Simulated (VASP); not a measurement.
Set up this calculation in VASP 6.6.1, as the native input.

```
Task                   : single point
Functional             : PBE
Potentials or basis    : VASP PAW PBE potentials, release 64 (Yb, N)
Cutoff                 : 520 eV
k mesh                 : 11 × 11 × 11
Occupations            : fermi-dirac, width 0.08 eV
Spin                   : no spin polarisation
Dipole correction      : no
Further INCAR settings : ALGO = Normal; EDIFF = 1e-07; NBANDS = 22
```

The structure of YbN (zincblende type) lies in POSCAR:

```
YbN
1.0
    0.0000000000      2.5374393915      2.5374393915
    2.5374393915      0.0000000000      2.5374393915
    2.5374393915      2.5374393915      0.0000000000
Yb N
1 1
Direct
    0.0000000000      0.0000000000      0.0000000000
    0.2500000000      0.2500000000      0.2500000000
```

The input as run:

INCAR

```
ALGO = Normal ; EDIFF = 1E-7
ENCUT = 520 ; GGA = PE
ISIF = 2 ; ISMEAR = -1
LASPH = T ; LCHARG = F
LREAL = F ; LWAVE = F
NBANDS = 22 ; NELM = 60
PREC = Accurate ; SIGMA = 0.08
```

KPOINTS

```
k-points
0
Gamma
  11 11 11
```

Potentials or basis: VASP PAW PBE potentials, release 64 (Yb, N).

The run is started by

```sh
$ cat potpaw_PBE.64/Yb/POTCAR potpaw_PBE.64/N/POTCAR > POTCAR
$ mpirun -np 1 vasp_std > vasp.out
```

Results of the run:

- Pressure: 7.7 GPa
- Band gap on the k mesh: zero (an odd number of electrons rules out a gap without spin polarisation)

Caveat: the cell stands under pressure; spin-orbit coupling is left out, which moves the levels of the heavy elements; an odd number of electrons without spin polarisation forces a metal; a magnetic or distorted state may lie lower.

Run time: 61 s on 1 thread of Intel(R) Xeon(R) Platinum 8488C (Sapphire Rapids) (shared host), peak memory 0.2 GiB.
